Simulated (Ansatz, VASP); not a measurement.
Rb in VASP and in Ansatz

INCAR

```
  ALGO = Normal
  EDIFF = 1E-6
  ENCUT = 520
  GGA = RP
  ISIF = 2
  ISMEAR = 0
  LASPH = T
  LCHARG = T
  LELF = T
  LREAL = F
  LVHAR = T
  LWAVE = F
  NBANDS = 10
  NELM = 80
  PREC = Accurate
  SIGMA = 0.05
```

The input KPOINTS:

```
k-points
0
Gamma
  7 7 7
```

The input POSCAR:

```
Rb
1.0
   -2.8025000000      2.8025000000      2.8025000000
    2.8025000000     -2.8025000000      2.8025000000
    2.8025000000      2.8025000000     -2.8025000000
Rb
1
Direct
    0.0000000000      0.0000000000      0.0000000000
```

The input input.yaml:

```yaml
crystal:
  lattice:
    - [-2.8025, 2.8025, 2.8025]
    - [2.8025, -2.8025, 2.8025]
    - [2.8025, 2.8025, -2.8025]
  atoms:
    - { symbol: Rb, position: [0.0, 0.0, 0.0] }
kpoints:
  mp_grid: { grid: [7, 7, 7] }
scf:
  occupations: { method: gaussian, width: 0.05 }
hamiltonian:
  xc: rpbe
  pseudopotentials: { kind: all_electron, lapw: { basis_error: 0.001 } }
output:
  forces: true
  stress: true
  eigenvalues: true
```

Alike in both runs: task single point; functional RPBE; k mesh 7 × 7 × 7; occupations gaussian, width 0.05 eV; no spin polarisation.

```csv
,VASP,Ansatz
version,VASP 6.6.1,Ansatz 0.2.0
potentials or method,"VASP PAW PBE potentials, release 64 (Rb_sv), cutoff 520 eV","all-electron LAPW, scalar-relativistic"
```

```csv
,VASP,Ansatz,Ansatz less VASP
gap on the k mesh at the Fermi level (eV),none,none,-
pressure (GPa),0.4,0.4,0.00
```

VASP's potentials were made for PBE, not for RPBE. A gap of «none» marks a metal or a gap that the smearing closes. Ansatz ran all-electron here, and VASP with PAW potentials.
